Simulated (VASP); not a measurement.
# Ge2Sb3O (I4/mmm) in VASP: further runs

The runs below take Ge2Sb3O through single point, relaxation of cell and atoms, with PBE.

Everything below comes from runs of VASP 6.6.1. Logs are shortened: lines on timing, memory, paths and dates and some standing lists are left out, and cuts for length are marked.

### 1 The cell of the first run

Symmetry: I4/mmm, No. 139, tetragonal system. Conventional cell: a = 6.102 Å, b = 6.102 Å, c = 7.481 Å, α = 90.00°, β = 90.00°, γ = 90.00°. Ge (site symmetry 4mm) has 1 O at 1.51 Å within 2.0 Å. Sb (site symmetry -4m2) has 4 Ge at 3.07 Å and 6 Sb at 3.58 to 3.74 Å and 4 O at 3.58 Å within 4.0 Å. Sb (site symmetry 4/mmm) has 2 Ge at 2.23 Å within 2.9 Å. O (site symmetry 4/mmm) has 2 Ge at 1.51 Å within 2.0 Å.

The cell was generated, and may not be a known phase.

### 2 Single point, PBE

Input file INCAR:

```
SYSTEM = Ge2Sb3O
ALGO = Normal
EDIFF = 1E-6
ENCUT = 520
GGA = PE
ISIF = 2
ISMEAR = 0
LASPH = .TRUE.
LCHARG = .FALSE.
LREAL = .FALSE.
LWAVE = .FALSE.
NBANDS = 34
NELM = 100
PREC = Accurate
SIGMA = 0.1
```

Input file KPOINTS:

```
k-points
0
G
  4 4 4
  0 0 0
```

Input file POSCAR:

```
Ge2Sb3O
1.0
   -3.0509953200      3.0509953200      3.7407205300
    3.0509953200     -3.0509953200      3.7407205300
    3.0509953200      3.0509953200     -3.7407205300
Ge Sb O
2 3 1
Direct
    0.2023057200      0.2023057200      0.0000000000
    0.7976942800      0.7976942800      0.0000000000
    0.7500000000      0.2500000000      0.5000000000
    0.2500000000      0.7500000000      0.5000000000
    0.5000000000      0.5000000000      0.0000000000
    0.0000000000      0.0000000000      0.0000000000
```

Potentials or basis: VASP PAW PBE potentials, release 64 (Ge_d, Sb, O).

Command:

```bash
$ cat potpaw_PBE.64/Ge_d/POTCAR potpaw_PBE.64/Sb/POTCAR potpaw_PBE.64/O/POTCAR > POTCAR
$ mpirun -np 1 vasp_std > vasp.out
```

OUTCAR:

```text
SYSTEM = Ge2Sb3O
   EDIFF = 1E-6
   ENCUT = 520
   GGA = PE
   ISIF = 2
   ISMEAR = 0
   LASPH = .TRUE.
   LREAL = .FALSE.
   NELM = 100
   PREC = Accurate

 ion  position               nearest neighbor table
   1  0.202  0.202  0.000-   6 1.51   5 2.23   3 3.07   4 3.07   3 3.07   4 3.07
   2  0.798  0.798  0.000-   6 1.51   5 2.23   3 3.07   4 3.07   3 3.07   4 3.07
   3  0.750  0.250  0.500-   2 3.07   1 3.07   2 3.07   1 3.07   5 3.58   5 3.58   5 3.58   5 3.58
                             4 3.74   4 3.74
   4  0.250  0.750  0.500-   2 3.07   1 3.07   2 3.07   1 3.07   5 3.58   5 3.58   5 3.58   5 3.58
                             3 3.74   3 3.74
   5  0.500  0.500  0.000-   1 2.23   2 2.23   4 3.58   3 3.58   3 3.58   4 3.58   3 3.58   4 3.58
                             4 3.58   3 3.58
   6  0.000  0.000  0.000-   1 1.51   2 1.51

  LATTYP: Found a body centered tetragonal cell.
 ALAT       =     6.1019906400
 C/A-ratio  =     1.2260656401

  Lattice vectors:

 A1 = (  -3.0509953200,   3.0509953200,   3.7407205300)
 A2 = (   3.0509953200,  -3.0509953200,   3.7407205300)
 A3 = (   3.0509953200,   3.0509953200,  -3.7407205300)

Analysis of symmetry for initial positions (statically):
=====================================================================
 Subroutine PRICEL returns:
 Original cell was already a primitive cell.

 Routine SETGRP: Setting up the symmetry group for a
 body centered tetragonal supercell.

 Subroutine GETGRP returns: Found 16 space group operations
 (whereof 16 operations were pure point group operations)
 out of a pool of 16 trial point group operations.

The static configuration has the point symmetry D_4h.

Analysis of symmetry for dynamics (positions and initial velocities):
=====================================================================
 Subroutine PRICEL returns:
 Original cell was already a primitive cell.

 Routine SETGRP: Setting up the symmetry group for a
 body centered tetragonal supercell.

 Subroutine GETGRP returns: Found 16 space group operations
 (whereof 16 operations were pure point group operations)
 out of a pool of 16 trial point group operations.

The dynamic configuration has the point symmetry D_4h.

 Subroutine INISYM returns: Found 16 space group operations
 (whereof 16 operations are pure point group operations),
 and found     1 'primitive' translations
[... 90 lines left out ...]
   NELM   =    100;   NELMIN=  2; NELMDL= -5     # of ELM steps
   EDIFF  = 0.1E-05   stopping-criterion for ELM
   LREAL  =      F    real-space projection
   EDIFFG = 0.1E-04   stopping-criterion for IOM
   NSW    =      0    number of steps for IOM
   IBRION =     -1    ionic relax: 0-MD 1-quasi-New 2-CG
   NFREE  =      0    steps in history (QN), initial steepest desc. (CG)
   ISIF   =      2    stress and relaxation
   ISYM   =      2    0-nonsym 1-usesym 2-fastsym
   POTIM  = 0.5000    time-step for ionic-motion
   TEBEG  =    0.0;   TEEND  =   0.0 temperature during run
   PSTRESS=    0.0 pullay stress
   NELECT =      49.0000    total number of electrons
   NUPDOWN=      -1.0000    fix difference up-down
   EMIN   =  10.00;   EMAX   =-10.00  energy-range for DOS
   EFERMI =   0.00;   METHOD = LEGACY
   ISMEAR =     0;   SIGMA  =   0.10  broadening in eV -4-tet -1-fermi 0-gaus
   EFERMI_NEDOS =   21; number of points for ismear=-14 and -15
   IALGO  =     38    algorithm
   IMIX   =      4    mixing-type and parameters
     AMIX     =   0.40;   BMIX     =  1.00
     AMIX_MAG =   1.60;   BMIX_MAG =  1.00
  volume/ion in A,a.u.               =      23.21       156.65
  Fermi-wavevector in a.u.,A,eV,Ry     =   1.155688  2.183934 18.172154  1.335616
  Thomas-Fermi vector in A             =   2.292315
   LORBIT       =      0    0 simple, 1 ext, 2 COOP (PROOUT), +10 PAW based schemes
   GGA     = PE    functional components
   LHFCALC =     F    Hartree Fock is set to
   AEXX    =    0.0000 exact exchange contribution
   IVDW    =     0    specifies the selected vdW correction
   LEPSILON=     F    determine dielectric tensor
   LRPA    =     F    only Hartree local field effects (RPA)
 non-spin polarized calculation
 Gauss-broadening in eV      SIGMA  =   0.10
  energy-cutoff  :      520.00
  volume of cell :      139.28
 maximum number of plane-waves:      3767
   NGX = 21   NGY = 21   NGZ = 21

 number of electron      48.9999996 magnetization

 Free energy of the ion-electron system (eV)
  ---------------------------------------------------
  ext. energy  EPLUGINS =         0.00000000
  ---------------------------------------------------
  free energy    TOTEN  =       -20.16105902 eV

  energy without entropy =      -20.12837613  energy(sigma->0) =      -20.14471757

 E-fermi :   6.5516     XC(G=0):  -9.8763

 val. band max:        6.5355259687   @ k =   0.2500  -0.0000   0.0000
 cond. band min:       6.5829939925   @ k =   0.5000   0.2500   0.0000
 fundamental gap:      0.0474680238
 Fermi energy:         6.5515772585

 k-point     1 :       0.0000    0.0000    0.0000
  band No.  band energies     occupation
      1     -20.4228      2.00000
      2     -19.4308      2.00000
      3     -18.8954      2.00000
      4     -18.8954      2.00000
      5     -18.8270      2.00000
      6     -18.8270      2.00000
[... 470 lines left out ...]
     33      12.8240      0.00000
     34      12.8240      0.00000

------------------------ aborting loop because EDIFF is reached ----------------------------------------

  FORCE on cell =-STRESS in cart. coord.  units (eV):
  Direction    XX          YY          ZZ          XY          YZ          ZX
  --------------------------------------------------------------------------------------
  -------------------------------------------------------------------------------------
  Total        0.0602600      0.0602600     66.1603910      0.0000000     -0.0000000      0.0000000
  in kB        0.6931730      0.6931730    761.0449488      0.0000000     -0.0000000      0.0000000
  external PRESSURE =     254.1437649 kB  Pullay stress =       0.0000000 kB

 VOLUME and BASIS-vectors are now :
 -----------------------------------------------------------------------------
  energy-cutoff  :      520.00
  volume of cell :      139.28
      direct lattice vectors                 reciprocal lattice vectors
    -3.050995320  3.050995320  3.740720530     0.000000000  0.163880946  0.133664089
     3.050995320 -3.050995320  3.740720530     0.163880946  0.000000000  0.133664089
     3.050995320  3.050995320 -3.740720530     0.163880946  0.163880946  0.000000000

 POSITION                                       TOTAL-FORCE (eV/Angst)
 -----------------------------------------------------------------------------------
      0.00000      0.00000      1.51354         0.000000      0.000000      5.994185
      0.00000      0.00000      5.96790        -0.000000     -0.000000     -5.994185
      0.00000      3.05100      1.87036         0.000000      0.000000      0.000000
      3.05100      0.00000      1.87036         0.000000      0.000000      0.000000
      0.00000      0.00000      3.74072         0.000000      0.000000      0.000000
      0.00000      0.00000      0.00000         0.000000      0.000000      0.000000
 -----------------------------------------------------------------------------------
    total drift:                                0.000000      0.000000     -0.000000

  FREE ENERGIE OF THE ION-ELECTRON SYSTEM (eV)
  ---------------------------------------------------
  free  energy   TOTEN  =       -20.1610590212 eV

  energy  without entropy=      -20.1283761269  energy(sigma->0) =      -20.14471757
```

OSZICAR:

```text
N       E                     dE             d eps       ncg     rms          rms(c)
DAV:   1     0.476439384380E+03    0.47644E+03   -0.21436E+04  1090   0.248E+03
DAV:   2     0.531681987987E+02   -0.42327E+03   -0.40142E+03   948   0.679E+02
DAV:   3    -0.187066614843E+02   -0.71875E+02   -0.70131E+02  1054   0.171E+02
DAV:   4    -0.229231681210E+02   -0.42165E+01   -0.41680E+01  1014   0.503E+01
DAV:   5    -0.230207795273E+02   -0.97611E-01   -0.97536E-01  1062   0.811E+00    0.126E+01
DAV:   6    -0.200369025606E+02    0.29839E+01   -0.80115E+00  1288   0.351E+01    0.516E+00
DAV:   7    -0.202263639156E+02   -0.18946E+00   -0.31144E+00   950   0.785E+00    0.293E+00
DAV:   8    -0.201915520285E+02    0.34812E-01   -0.48171E-01  1260   0.847E+00    0.138E+00
DAV:   9    -0.201576660742E+02    0.33886E-01   -0.13919E-01  1350   0.446E+00    0.258E-01
DAV:  10    -0.201609229515E+02   -0.32569E-02   -0.37919E-02   980   0.952E-01    0.208E-01
DAV:  11    -0.201610567592E+02   -0.13381E-03   -0.24176E-03  1090   0.483E-01    0.503E-02
DAV:  12    -0.201610554792E+02    0.12800E-05   -0.21928E-04  1198   0.183E-01    0.226E-02
DAV:  13    -0.201610600185E+02   -0.45394E-05   -0.10909E-04  1218   0.562E-02    0.123E-02
DAV:  14    -0.201610587492E+02    0.12694E-05   -0.10857E-05  1148   0.447E-02    0.309E-03
DAV:  15    -0.201610590212E+02   -0.27206E-06   -0.28565E-06   876   0.950E-03
   1 F= -.20161059E+02 E0= -.20144718E+02  d E =-.326829E-01
```

It took 1.7 min on 1 thread of Oxide Virtual Turin-like, shared host; peak memory 0.24 GiB.

What came out:

```
Free energy            : -20.1611 eV
Pressure               : 25.4 GPa
Largest force          : 5.994 eV/Å
Band gap on the k mesh : zero (an odd number of electrons rules out a gap without spin polarisation)
```

Forces on the atoms (eV/Å):
```
Ge   0.000  0.000  5.994
Ge   0.000  0.000 -5.994
Sb   0.000  0.000  0.000
Sb   0.000  0.000  0.000
Sb   0.000  0.000  0.000
O    0.000  0.000  0.000
```

Levels at points of the mesh, in eV from the Fermi level:
| k point | band 22 | band 23 | band 24 | band 25 | band 26 | band 27 |
| --- | --- | --- | --- | --- | --- | --- |
| (0.00, 0.00, 0.00) | -3.17 | -2.67 | -2.29 | 0.60 | 0.60 | 1.04 |
| (0.50, 0.00, 0.00) | -2.26 | -1.05 | -0.35 | -0.09 | 0.20 | 0.76 |
| (0.50, 0.50, 0.00) | -0.58 | -0.28 | -0.21 | -0.17 | -0.04 | 0.30 |
| (0.50, 0.50, 0.50) | -1.98 | -1.98 | -0.80 | 1.45 | 1.45 | 2.13 |

Caveat: the stress differs along the axes, from 0 to 76 GPa; spin-orbit coupling is left out, which moves the levels of the heavy elements; an odd number of electrons without spin polarisation forces a metal; a magnetic or distorted state may lie lower.

### 3 Single point, PBE

This run uses another cell than the first one, of 25.04 Å³/atom.

Input file INCAR:

```
PREC = Accurate
ENCUT = 520
EDIFF = 1E-6
ISMEAR = 0
SIGMA = 0.1
LREAL = F
LASPH = T
NELM = 60
ALGO = Normal
ISIF = 2
LWAVE = F
LCHARG = F
GGA = PE
NBANDS = 34
```

Input file KPOINTS:

```
regular mesh
0
Gamma
  4 4 4
```

Input file POSCAR:

```
Ge2Sb3O
1.0
   -2.6900709182      2.6900709182      5.1898576527
    2.6900709182     -2.6900709182      5.1898576527
    2.6900709182      2.6900709182     -5.1898576527
Ge Sb O
2 3 1
Direct
    0.1703932100      0.1703932100      0.0000000000
    0.8296067900      0.8296067900      0.0000000000
    0.7500000000      0.2500000000      0.5000000000
    0.2500000000      0.7500000000      0.5000000000
    0.5000000000      0.5000000000      0.0000000000
    0.0000000000      0.0000000000      0.0000000000
```

Potentials or basis: VASP PAW PBE potentials, release 64 (Ge_d, Sb, O).

Command:

```bash
$ cat potpaw_PBE.64/Ge_d/POTCAR potpaw_PBE.64/Sb/POTCAR potpaw_PBE.64/O/POTCAR > POTCAR
$ mpirun -np 1 vasp_std > vasp.out
```

OUTCAR:

```text
PREC = Accurate
   ENCUT = 520
   EDIFF = 1E-6
   ISMEAR = 0
   LREAL = F
   LASPH = T
   NELM = 60
   ISIF = 2
   GGA = PE

 ion  position               nearest neighbor table
   1  0.170  0.170  0.000-   6 1.77   4 2.81   3 2.81   3 2.81   4 2.81
   2  0.830  0.830  0.000-   6 1.77   4 2.81   3 2.81   3 2.81   4 2.81
   3  0.750  0.250  0.500-   2 2.81   1 2.81   2 2.81   1 2.81   5 3.74   5 3.74   5 3.74   5 3.74

   4  0.250  0.750  0.500-   2 2.81   1 2.81   2 2.81   1 2.81   5 3.74   5 3.74   5 3.74   5 3.74

   5  0.500  0.500  0.000-   4 3.74   3 3.74   3 3.74   4 3.74   3 3.74   4 3.74   4 3.74   3 3.74

   6  0.000  0.000  0.000-   1 1.77   2 1.77

  LATTYP: Found a body centered tetragonal cell.
 ALAT       =     5.3801418364
 C/A-ratio  =     1.9292642501

  Lattice vectors:

 A1 = (  -2.6900709182,   2.6900709182,   5.1898576527)
 A2 = (   2.6900709182,  -2.6900709182,   5.1898576527)
 A3 = (   2.6900709182,   2.6900709182,  -5.1898576527)

Analysis of symmetry for initial positions (statically):
=====================================================================
 Subroutine PRICEL returns:
 Original cell was already a primitive cell.

 Routine SETGRP: Setting up the symmetry group for a
 body centered tetragonal supercell.

 Subroutine GETGRP returns: Found 16 space group operations
 (whereof 16 operations were pure point group operations)
 out of a pool of 16 trial point group operations.

The static configuration has the point symmetry D_4h.

Analysis of symmetry for dynamics (positions and initial velocities):
=====================================================================
 Subroutine PRICEL returns:
 Original cell was already a primitive cell.

 Routine SETGRP: Setting up the symmetry group for a
 body centered tetragonal supercell.

 Subroutine GETGRP returns: Found 16 space group operations
 (whereof 16 operations were pure point group operations)
[... 118 lines left out ...]
     AMIX_MAG =   1.60;   BMIX_MAG =  1.00
  volume/ion in A,a.u.               =      25.04       168.96
  Fermi-wavevector in a.u.,A,eV,Ry     =   1.126919  2.129567 17.278659  1.269946
  Thomas-Fermi vector in A             =   2.263603
   LORBIT       =      0    0 simple, 1 ext, 2 COOP (PROOUT), +10 PAW based schemes
   GGA     = PE    functional components
   LHFCALC =     F    Hartree Fock is set to
   AEXX    =    0.0000 exact exchange contribution
   IVDW    =     0    specifies the selected vdW correction
   LEPSILON=     F    determine dielectric tensor
   LRPA    =     F    only Hartree local field effects (RPA)
 non-spin polarized calculation
 Gauss-broadening in eV      SIGMA  =   0.10
  energy-cutoff  :      520.00
  volume of cell :      150.23
 maximum number of plane-waves:      4062
   NGX = 23   NGY = 23   NGZ = 23

 number of electron      49.0000006 magnetization

 Free energy of the ion-electron system (eV)
  ---------------------------------------------------
  ext. energy  EPLUGINS =         0.00000000
  ---------------------------------------------------
  free energy    TOTEN  =       -26.21883196 eV

  energy without entropy =      -26.19445787  energy(sigma->0) =      -26.20664491

 E-fermi :   5.5510     XC(G=0):  -9.5902

 val. band max:        5.5299780570   @ k =   0.0000   0.0000   0.0000
 cond. band min:       5.5540540385   @ k =  -0.2500   0.2500   0.2500
 fundamental gap:      0.0240759815
 Fermi energy:         5.5510470481

 k-point     1 :       0.0000    0.0000    0.0000
  band No.  band energies     occupation
      1     -19.6430      2.00000
      2     -19.4893      2.00000
      3     -19.4436      2.00000
      4     -19.4374      2.00000
      5     -19.4255      2.00000
      6     -19.4214      2.00000
[... 470 lines left out ...]
     33      10.7597      0.00000
     34      11.6658      0.00000

------------------------ aborting loop because EDIFF is reached ----------------------------------------

  FORCE on cell =-STRESS in cart. coord.  units (eV):
  Direction    XX          YY          ZZ          XY          YZ          ZX
  --------------------------------------------------------------------------------------
  -------------------------------------------------------------------------------------
  Total       -0.0767408     -0.0767408      0.1171721      0.0000000      0.0000000      0.0000000
  in kB       -0.8184535     -0.8184535      1.2496606      0.0000000      0.0000000      0.0000000
  external PRESSURE =      -0.1290822 kB  Pullay stress =       0.0000000 kB

 VOLUME and BASIS-vectors are now :
 -----------------------------------------------------------------------------
  energy-cutoff  :      520.00
  volume of cell :      150.23
      direct lattice vectors                 reciprocal lattice vectors
    -2.690070918  2.690070918  5.189857653     0.000000000  0.185868706  0.096341756
     2.690070918 -2.690070918  5.189857653     0.185868706  0.000000000  0.096341756
     2.690070918  2.690070918 -5.189857653     0.185868706  0.185868706  0.000000000

 POSITION                                       TOTAL-FORCE (eV/Angst)
 -----------------------------------------------------------------------------------
      0.00000      0.00000      1.76863         0.000000      0.000000     -0.019024
      0.00000      0.00000      8.61108         0.000000      0.000000      0.019024
      0.00000      2.69007      2.59493        -0.000000     -0.000000      0.000000
      2.69007      0.00000      2.59493        -0.000000     -0.000000      0.000000
      0.00000      0.00000      5.18986        -0.000000     -0.000000      0.000000
      0.00000      0.00000      0.00000        -0.000000     -0.000000      0.000000
 -----------------------------------------------------------------------------------
    total drift:                                0.000000     -0.000000      0.000000

  FREE ENERGIE OF THE ION-ELECTRON SYSTEM (eV)
  ---------------------------------------------------
  free  energy   TOTEN  =       -26.2188319605 eV

  energy  without entropy=      -26.1944578684  energy(sigma->0) =      -26.20664491
```

stdout:

```text
POSCAR found type information on POSCAR GeSbO
 POSCAR found :  3 types and       6 ions
 scaLAPACK will be used
 LDA part: xc-table for (Slater+PW92), standard interpolation
 POSCAR, INCAR and KPOINTS ok, starting setup
 FFT: planning ... GRIDC
 FFT: planning ... GRID_SOFT
 FFT: planning ... GRID
 WAVECAR not read
 entering main loop
```

Wall time 2.3 min (1 thread of Oxide Virtual Turin-like, shared host); peak memory 0.31 GiB.

What came out:

```yaml
Free_energy: -26.2188 eV
Pressure: 0.0 GPa
Largest_force: 0.019 eV/Å
Band_gap_on_the_k_mesh: zero (an odd number of electrons rules out a gap without spin polarisation)
```

Forces on the atoms (eV/Å):
```
Ge   0.000  0.000 -0.019
Ge   0.000  0.000  0.019
Sb   0.000  0.000  0.000
Sb   0.000  0.000  0.000
Sb   0.000  0.000  0.000
O    0.000  0.000  0.000
```

Levels at points of the mesh, in eV from the Fermi level:
| k point | band 21 | band 22 | band 23 | band 24 | band 25 | band 26 | band 27 | band 28 | band 29 | band 30 |
| --- | --- | --- | --- | --- | --- | --- | --- | --- | --- | --- |
| (0.00, 0.00, 0.00) | -3.03 | -2.70 | -1.38 | -1.38 | -0.83 | -0.02 | -0.02 | 2.25 | 3.16 | 3.68 |
| (0.50, 0.00, 0.00) | -3.10 | -2.38 | -0.83 | -0.47 | -0.20 | 0.45 | 1.20 | 2.15 | 3.95 | 4.39 |
| (0.50, 0.50, 0.00) | -1.83 | -0.43 | -0.06 | 0.85 | 0.93 | 1.02 | 1.06 | 2.38 | 2.54 | 2.55 |
| (0.50, 0.50, 0.50) | -1.84 | -1.84 | -1.83 | -0.78 | 0.02 | 0.18 | 0.40 | 0.40 | 3.13 | 3.13 |

Caveat: spin-orbit coupling is left out, which moves the levels of the heavy elements; an odd number of electrons without spin polarisation forces a metal; a magnetic or distorted state may lie lower.

[end of part 1 of 2]

The gap in the log of VASP goes by the Fermi energy; the results here count the filled bands.